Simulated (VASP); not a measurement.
# WSe2 (P6_3/mmc) in VASP: notebook

WSe2 is run at these levels: PBEsol; tasks: single point.

Program: VASP 6.6.1. These are calculated values, not measurements. Logs are shortened: lines on timing, memory, paths and dates and some standing lists are left out, and cuts for length are marked.

## (1) The cell of the first run

Symmetry: P6_3/mmc, No. 194, hexagonal system. The conventional cell has a = 3.250 Å, b = 3.250 Å, c = 12.707 Å, α = 90.00°, β = 90.00°, γ = 120.00°. Within 3.3 Å of W (site symmetry -6m2) lie 6 Se at 2.52 Å and 6 W at 3.25 Å. Within 3.4 Å of Se (site symmetry 3m) lie 3 W at 2.52 Å and 7 Se at 3.25 to 3.36 Å.

## (2) Single point, PBEsol

File INCAR:

```
PREC = Accurate
ENCUT = 520
EDIFF = 1E-6
ISMEAR = 0
SIGMA = 0.02
LREAL = F
LASPH = T
NELM = 100
ALGO = Normal
ISIF = 2
LWAVE = F
LCHARG = F
GGA = PS
NBANDS = 35
```

File KPOINTS:

```
Automatic mesh
0
Gamma
  12 12 2
```

File POSCAR:

```
WSe2
1.0
    3.2504977378      0.0000000000      0.0000000000
   -1.6252488689      2.8150136158      0.0000000000
    0.0000000000      0.0000000000     12.7066249680
W Se
2 4
Direct
    0.6666666667      0.3333333333      0.7500000000
    0.3333333333      0.6666666667      0.2500000000
    0.3333333333      0.6666666667      0.8820413613
    0.6666666667      0.3333333333      0.3820413613
    0.3333333333      0.6666666667      0.6179586387
    0.6666666667      0.3333333333      0.1179586387
```

Potentials or basis: VASP PAW PBE potentials, release 64 (W_sv, Se).

On the command line:

```
cat potpaw_PBE.64/W_sv/POTCAR potpaw_PBE.64/Se/POTCAR > POTCAR
mpirun -np 1 vasp_std > vasp.out
```

OUTCAR:

```text
PREC = Accurate
   ENCUT = 520
   EDIFF = 1E-6
   ISMEAR = 0
   LREAL = F
   LASPH = T
   NELM = 100
   ISIF = 2
   GGA = PS

 ion  position               nearest neighbor table
   1  0.667  0.333  0.750-   3 2.52   5 2.52   3 2.52   5 2.52   3 2.52   5 2.52
   2  0.333  0.667  0.250-   4 2.52   6 2.52   4 2.52   6 2.52   4 2.52   6 2.52
   3  0.333  0.667  0.882-   1 2.52   1 2.52   1 2.52
   4  0.667  0.333  0.382-   2 2.52   2 2.52   2 2.52
   5  0.333  0.667  0.618-   1 2.52   1 2.52   1 2.52
   6  0.667  0.333  0.118-   2 2.52   2 2.52   2 2.52

  LATTYP: Found a hexagonal cell.
 ALAT       =     3.2504977378
 C/A-ratio  =     3.9091320754

  Lattice vectors:

 A1 = (   3.2504977378,   0.0000000000,   0.0000000000)
 A2 = (  -1.6252488689,   2.8150136158,   0.0000000000)
 A3 = (   0.0000000000,   0.0000000000,  12.7066249680)

Analysis of symmetry for initial positions (statically):
=====================================================================
 Subroutine PRICEL returns:
 Original cell was already a primitive cell.

 Routine SETGRP: Setting up the symmetry group for a
 hexagonal supercell.

 Subroutine GETGRP returns: Found 24 space group operations
 (whereof 12 operations were pure point group operations)
 out of a pool of 24 trial point group operations.

The static configuration has the point symmetry D_3d.
 The point group associated with its full space group is D_6h.

Analysis of symmetry for dynamics (positions and initial velocities):
=====================================================================
 Subroutine PRICEL returns:
 Original cell was already a primitive cell.

 Routine SETGRP: Setting up the symmetry group for a
 hexagonal supercell.

 Subroutine GETGRP returns: Found 24 space group operations
 (whereof 12 operations were pure point group operations)
 out of a pool of 24 trial point group operations.

The dynamic configuration has the point symmetry D_3d.
 The point group associated with its full space group is D_6h.

 Subroutine INISYM returns: Found 24 space group operations
 (whereof 12 operations are pure point group operations),
 and found     1 'primitive' translations

----------------------------------------------------------------------------------------

                                     Primitive cell

  volume of cell :     116.2681

  direct lattice vectors                    reciprocal lattice vectors
     3.250497738  0.000000000  0.000000000     0.307645192  0.177619034  0.000000000
    -1.625248869  2.815013616  0.000000000     0.000000000  0.355238069  0.000000000
     0.000000000  0.000000000 12.706624968     0.000000000  0.000000000  0.078699104

  length of vectors
     3.250497738  3.250497738 12.706624968     0.355238069  0.355238069  0.078699104

  position of ions in fractional coordinates (direct lattice)
     0.666666667  0.333333333  0.750000000
     0.333333333  0.666666667  0.250000000
     0.333333333  0.666666667  0.882041361
     0.666666667  0.333333333  0.382041361
     0.333333333  0.666666667  0.617958639
     0.666666667  0.333333333  0.117958639

  ion indices of the primitive-cell ions
   primitive index   ion index
                 1           1
                 2           2
                 3           3
                 4           4
                 5           5
                 6           6

----------------------------------------------------------------------------------------

 KPOINTS: Automatic mesh

Automatic generation of k-mesh.
 Grid dimensions read from file:
 generate k-points for:   12   12    2

 Generating k-lattice:

  Cartesian coordinates                     Fractional coordinates (reciprocal lattice)
     0.025637099  0.014801586  0.000000000     0.083333333  0.000000000  0.000000000
     0.000000000  0.029603172  0.000000000     0.000000000  0.083333333  0.000000000
     0.000000000  0.000000000  0.039349552     0.000000000  0.000000000  0.500000000

  Length of vectors
     0.029603172  0.029603172  0.039349552

  Shift w.r.t. Gamma in fractional coordinates (k-lattice)
     0.000000000  0.000000000  0.000000000

 Subroutine IBZKPT returns following result:
 ===========================================

 Found     38 irreducible k-points:

 Following reciprocal coordinates:
            Coordinates               Weight
  0.000000  0.000000  0.000000      1.000000
  0.083333  0.000000  0.000000      6.000000
  0.166667  0.000000  0.000000      6.000000
  0.250000  0.000000  0.000000      6.000000
  0.333333  0.000000  0.000000      6.000000
  0.416667  0.000000  0.000000      6.000000
[... 16 lines left out ...]
  0.250000  0.000000  0.500000      6.000000
  0.333333  0.000000  0.500000      6.000000
 [... further k-points ...]
   k-points           NKPTS =     38   k-points in BZ     NKDIM =     38   number of bands    NBANDS=     35
   number of dos      NEDOS =    301   number of ions     NIONS =      6
   total plane-waves  NPLWV =  55296
   dimension x,y,z NGX =    24 NGY =   24 NGZ =   96
   dimension x,y,z NGXF=    48 NGYF=   48 NGZF=  192
   ions per type =               2   4
   NGX,Y,Z   is equivalent  to a cutoff of  12.27, 12.27, 12.56 a.u.
   NGXF,Y,Z  is equivalent  to a cutoff of  24.55, 24.55, 25.12 a.u.
 SYSTEM =  unknown system
   PREC   = accura    normal or accurate (medium, high low for compatibility)
   ISTART =      0    job   : 0-new  1-cont  2-samecut
   ICHARG =      2    charge: 1-file 2-atom 10-const
   ISPIN  =      1    spin polarized calculation?
   LNONCOLLINEAR =      F non collinear calculations
   LSORBIT =      F    spin-orbit coupling
   LASPH  =      T    aspherical Exc in radial PAW
   ENCUT  =  520.0 eV  38.22 Ry    6.18 a.u.   6.04  6.04 23.63*2*pi/ulx,y,z
   NELM   =    100;   NELMIN=  2; NELMDL= -5     # of ELM steps
   EDIFF  = 0.1E-05   stopping-criterion for ELM
   LREAL  =      F    real-space projection
   EDIFFG = 0.1E-04   stopping-criterion for IOM
   NSW    =      0    number of steps for IOM
   IBRION =     -1    ionic relax: 0-MD 1-quasi-New 2-CG
   NFREE  =      0    steps in history (QN), initial steepest desc. (CG)
   ISIF   =      2    stress and relaxation
   ISYM   =      2    0-nonsym 1-usesym 2-fastsym
   POTIM  = 0.5000    time-step for ionic-motion
   TEBEG  =    0.0;   TEEND  =   0.0 temperature during run
   PSTRESS=    0.0 pullay stress
   NELECT =      52.0000    total number of electrons
   NUPDOWN=      -1.0000    fix difference up-down
   EMIN   =  10.00;   EMAX   =-10.00  energy-range for DOS
   EFERMI =   0.00;   METHOD = LEGACY
   ISMEAR =     0;   SIGMA  =   0.02  broadening in eV -4-tet -1-fermi 0-gaus
   EFERMI_NEDOS =   21; number of points for ismear=-14 and -15
   IALGO  =     38    algorithm
   IMIX   =      4    mixing-type and parameters
     AMIX     =   0.40;   BMIX     =  1.00
     AMIX_MAG =   1.60;   BMIX_MAG =  1.00
  volume/ion in A,a.u.               =      19.38       130.77
  Fermi-wavevector in a.u.,A,eV,Ry     =   1.251956  2.365854 21.325690  1.567394
  Thomas-Fermi vector in A             =   2.385879
   LORBIT       =      0    0 simple, 1 ext, 2 COOP (PROOUT), +10 PAW based schemes
   GGA     = PS    functional components
   LHFCALC =     F    Hartree Fock is set to
   AEXX    =    0.0000 exact exchange contribution
   IVDW    =     0    specifies the selected vdW correction
   LEPSILON=     F    determine dielectric tensor
   LRPA    =     F    only Hartree local field effects (RPA)
 non-spin polarized calculation
 Gauss-broadening in eV      SIGMA  =   0.02
  energy-cutoff  :      520.00
  volume of cell :      116.27
 maximum number of plane-waves:      3174
   NGX = 13   NGY = 13   NGZ = 47

 number of electron      52.0000001 magnetization

 Free energy of the ion-electron system (eV)
  ---------------------------------------------------
  ext. energy  EPLUGINS =         0.00000000
  ---------------------------------------------------
  free energy    TOTEN  =       -46.51322015 eV

  energy without entropy =      -46.51322015  energy(sigma->0) =      -46.51322015

 E-fermi :   6.9454     XC(G=0): -11.1716

 val. band max:        6.6641540217   @ k =   0.0000   0.0000   0.0000
 cond. band min:       7.4988412174   @ k =   0.1667   0.1667   0.0000
 fundamental gap:      0.8346871958
 Fermi energy:         6.9454208022

 k-point     1 :       0.0000    0.0000    0.0000
  band No.  band energies     occupation
      1     -67.5990      2.00000
      2     -67.5990      2.00000
      3     -31.8806      2.00000
      4     -31.8806      2.00000
      5     -31.7122      2.00000
      6     -31.7122      2.00000
[... 27 lines left out ...]
     34       9.7202      0.00000
     35      11.3180      0.00000

 k-point     2 :       0.0833    0.0000    0.0000
  band No.  band energies     occupation
      1     -67.5982      2.00000
      2     -67.5982      2.00000
      3     -31.8771      2.00000
      4     -31.8771      2.00000
      5     -31.7304      2.00000
      6     -31.7304      2.00000
[... 27 lines left out ...]
     34       9.6569      0.00000
     35      11.9624      0.00000

 k-point     3 :       0.1667    0.0000    0.0000
  band No.  band energies     occupation
      1     -67.5959      2.00000
      2     -67.5959      2.00000
      3     -31.8675      2.00000
      4     -31.8675      2.00000
      5     -31.7800      2.00000
      6     -31.7800      2.00000
[... 27 lines left out ...]
     34      10.1363      0.00000
     35      12.8891      0.00000
[... 723 lines left out ...]
 k-point    23 :       0.2500    0.0000    0.5000
  band No.  band energies     occupation
      1     -67.5928      2.00000
      2     -67.5928      2.00000
      3     -31.8544      2.00000
      4     -31.8544      2.00000
      5     -31.8470      2.00000
      6     -31.8470      2.00000
[... 27 lines left out ...]
     34      10.4260      0.00000
     35      13.0109      0.00000

 k-point    24 :       0.3333    0.0000    0.5000
  band No.  band energies     occupation
      1     -67.5897      2.00000
      2     -67.5897      2.00000
      3     -31.9133      2.00000
      4     -31.9133      2.00000
      5     -31.8412      2.00000
      6     -31.8412      2.00000
[... 27 lines left out ...]
     34      10.6808      0.00000
     35      12.1894      0.00000

 [... further k-points ...]
[... 5 lines left out ...]
  --------------------------------------------------------------------------------------
  -------------------------------------------------------------------------------------
  Total        1.7437252      1.7437252      1.8612089      0.0000000     -0.0000000     -0.0000000
  in kB       24.0285766     24.0285766     25.6475047      0.0000000     -0.0000000     -0.0000000
  external PRESSURE =      24.5682193 kB  Pullay stress =       0.0000000 kB

 VOLUME and BASIS-vectors are now :
 -----------------------------------------------------------------------------
  energy-cutoff  :      520.00
  volume of cell :      116.27
      direct lattice vectors                 reciprocal lattice vectors
     3.250497738  0.000000000  0.000000000     0.307645192  0.177619034  0.000000000
    -1.625248869  2.815013616  0.000000000     0.000000000  0.355238069  0.000000000
     0.000000000  0.000000000 12.706624968     0.000000000  0.000000000  0.078699104

 POSITION                                       TOTAL-FORCE (eV/Angst)
 -----------------------------------------------------------------------------------
      1.62525      0.93834      9.52997         0.000000      0.000000      0.000000
     -0.00000      1.87668      3.17666        -0.000000     -0.000000      0.000000
     -0.00000      1.87668     11.20777        -0.000000      0.000000      0.062945
      1.62525      0.93834      4.85446        -0.000000      0.000000      0.062945
     -0.00000      1.87668      7.85217         0.000000     -0.000000     -0.062945
      1.62525      0.93834      1.49886         0.000000     -0.000000     -0.062945
 -----------------------------------------------------------------------------------
    total drift:                               -0.000000      0.000000     -0.000000

  FREE ENERGIE OF THE ION-ELECTRON SYSTEM (eV)
  ---------------------------------------------------
  free  energy   TOTEN  =       -46.5132201489 eV

  energy  without entropy=      -46.5132201489  energy(sigma->0) =      -46.51322015
```

Wall time 65 s (1 thread of Intel Xeon 6975P-C (Granite Rapids), shared host); peak memory 0.29 GiB.

What came out:

```yaml
Free_energy: -46.5132 eV
Pressure: 2.5 GPa
Largest_force: 0.063 eV/Å
Band_gap_on_the_k_mesh: 0.83 eV (least direct gap 1.63 eV)
```

Forces on the atoms (eV/Å):
```
W    0.000  0.000  0.000
W    0.000  0.000  0.000
Se   0.000  0.000  0.063
Se   0.000  0.000  0.063
Se   0.000  0.000 -0.063
Se   0.000  0.000 -0.063
```

Stress tensor (GPa, compression positive):
```
2.40 0.00 0.00
0.00 2.40 0.00
0.00 0.00 2.56
```

Caveat: the PAW data sets were made with another functional, which shifts forces and pressure a little; spin-orbit coupling is left out, which moves the levels of the heavy elements; this functional lacks dispersion, which binds the layers, so the pressure and a relaxed spacing across them are unreliable. A k mesh can miss the band edges.

(Part 1 of 2 ends here.)
